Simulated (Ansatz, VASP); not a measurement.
# BiTe: VASP beside Ansatz

INCAR

```
  PREC = Accurate
  ENCUT = 500
  EDIFF = 1E-6
  ISMEAR = 0
  SIGMA = 0.15
  LREAL = F
  LASPH = T
  NELM = 120
  ALGO = Normal
  ISIF = 2
  LWAVE = F
  LCHARG = F
  GGA = PS
  NBANDS = 18
  GGA_COMPAT = F
```

File KPOINTS:

```
Automatic mesh
0
Gamma
  14 14 14
```

File POSCAR:

```
BiTe
1.0
    0.0000000000      3.2552187500      3.2552187500
    3.2350000000      0.0202187500      3.2350000000
    3.2350000000      3.2350000000      0.0202187500
Bi Te
1 1
Direct
    0.0000000000      0.0000000000      0.0000000000
    0.5000000000      0.5000000000      0.5000000000
```

Input for Ansatz:

```yaml
crystal:
  lattice:
    - [0.0, 3.25521875, 3.25521875]
    - [3.235, 0.02021875, 3.235]
    - [3.235, 3.235, 0.02021875]
  atoms:
    - { symbol: Bi, position: [0.0, 0.0, 0.0] }
    - { symbol: Te, position: [0.5, 0.5, 0.5] }
basis:
  ecutwfc: 420
kpoints:
  mp_grid: { grid: [14, 14, 14] }
hamiltonian:
  xc: pbesol
scf:
  occupations: { method: gaussian, width: 0.15 }
output:
  forces: true
  stress: true
  eigenvalues: true
  write_density: true
  write_potential: true
  elf: true
  volumetric_format: npy
```

Change from the starting cell: strain +0.0125 x Voigt [0, 0, 0, 1, 0, 0], atoms carried along.

Alike in both runs: task single point; functional PBEsol; k mesh 14 × 14 × 14; occupations gaussian, width 0.15 eV; no spin polarisation.

|  | VASP | Ansatz |
| --- | --- | --- |
| version | VASP 6.6.1 | Ansatz 0.2.0 |
| potentials or method | VASP PAW PBE potentials, release 64 (Bi_d, Te), cutoff 500 eV | scalar-relativistic, plane waves, PAW |
| valence electrons in the cell | 21 | 31 |

|  | VASP | Ansatz | Ansatz less VASP |
| --- | --- | --- | --- |
| gap on the k mesh at the Fermi level (eV) | none | none | - |
| pressure (GPa) | -1.7 | -1.7 | +0.02 |

VASP's potentials were made for PBE, not for PBEsol. A gap of «none» marks a metal or a gap that the smearing closes. VASP's potentials hold 21 valence electrons a cell and Ansatz's 31, so a difference there can come from the potentials and not from the codes.

Neither program's run includes spin-orbit coupling.
